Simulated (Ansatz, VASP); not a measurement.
**MoS2: VASP beside Ansatz**

Contents of INCAR:

```
SYSTEM = MoS2
PREC = Accurate
ENCUT = 520
EDIFF = 1E-7
ISMEAR = 0
SIGMA = 0.05
LREAL = .False.
LASPH = .True.
NELM = 80
ALGO = Normal
ISIF = 2
LWAVE = .False.
LCHARG = .False.
GGA = PS
NBANDS = 49
```

Contents of KPOINTS:

```
regular mesh
0
Gamma
  12 12 1
  0 0 0
```

Contents of POSCAR:

```
MoS2
1.0
    3.2851251187      0.1063354837      0.0535642835
   -1.5504733292      2.7250369715      0.0071333407
    0.4777696715      0.3493097000     28.7346950446
Mo S
3 6
Direct
    0.6745000720      0.3362772748      0.0022728766
    0.3791092571      0.6433037994      0.7742825696
    0.2707578004      0.6065149675      0.2246331505
    0.3545253583      0.6765108708      0.0525557048
    0.7280982990      0.3898438078      0.8365309495
    0.5742539388      0.3482309771      0.2831655153
    0.3080839270      0.6517265141      0.9460058132
    0.7114449654      0.3475225659      0.7160441982
    0.6658930486      0.3334025560      0.1645092223
```

Input for Ansatz:

```yaml
crystal:
  lattice:
    - [3.2851251187, 0.1063354837, 0.0535642835]
    - [-1.5504733292, 2.7250369715, 0.0071333407]
    - [0.4777696715, 0.3493097, 28.7346950446]
  atoms:
    - { symbol: Mo, position: [0.674500072, 0.3362772748, 0.0022728766] }
    - { symbol: Mo, position: [0.3791092571, 0.6433037994, 0.7742825696] }
    - { symbol: Mo, position: [0.2707578004, 0.6065149675, 0.2246331505] }
    - { symbol: S, position: [0.3545253583, 0.6765108708, 0.0525557048] }
    - { symbol: S, position: [0.728098299, 0.3898438078, 0.8365309495] }
    - { symbol: S, position: [0.5742539388, 0.3482309771, 0.2831655153] }
    - { symbol: S, position: [0.308083927, 0.6517265141, 0.9460058132] }
    - { symbol: S, position: [0.7114449654, 0.3475225659, 0.7160441982] }
    - { symbol: S, position: [0.6658930486, 0.333402556, 0.1645092223] }
basis:
  ecutwfc: 420
kpoints:
  mp_grid: { grid: [12, 12, 1] }
hamiltonian:
  xc: pbesol
scf:
  occupations: { method: gaussian, width: 0.05 }
output:
  forces: true
  stress: true
  eigenvalues: true
```

Change from the starting cell: all atoms moved at random (sigma 0.1 Å a component), cell strained at random (sigma 0.03).

Alike in both runs: task single point; functional PBEsol; k mesh 12 × 12 × 1; occupations gaussian, width 0.05 eV; no spin polarisation.

|  | VASP | Ansatz |
| --- | --- | --- |
| version | VASP 6.6.1 | Ansatz 0.2.0 |
| potentials or method | VASP PAW PBE potentials, release 64 (Mo_sv, S), cutoff 520 eV | scalar-relativistic, plane waves, PAW |
| valence electrons in the cell | 78 | 78 |

Ansatz gave:

| Item | Value |
| --- | --- |
| gap on the k mesh at the Fermi level (eV) | 0.67 |
| least direct gap on the mesh (eV) | 0.93 |
| rms of the force components (eV/Å) | 1.454 |

Which values does VASP return?

gap on the k mesh at the Fermi level (eV): 0.69; least direct gap on the mesh (eV): 0.94; rms of the force components (eV/Å): 1.454.

VASP's potentials were made for PBE, not for PBEsol. Atom by atom the forces differ by 0.002 eV/Å (rms over components). The functional is the same, so the differences come from potentials, cutoffs and numerics.
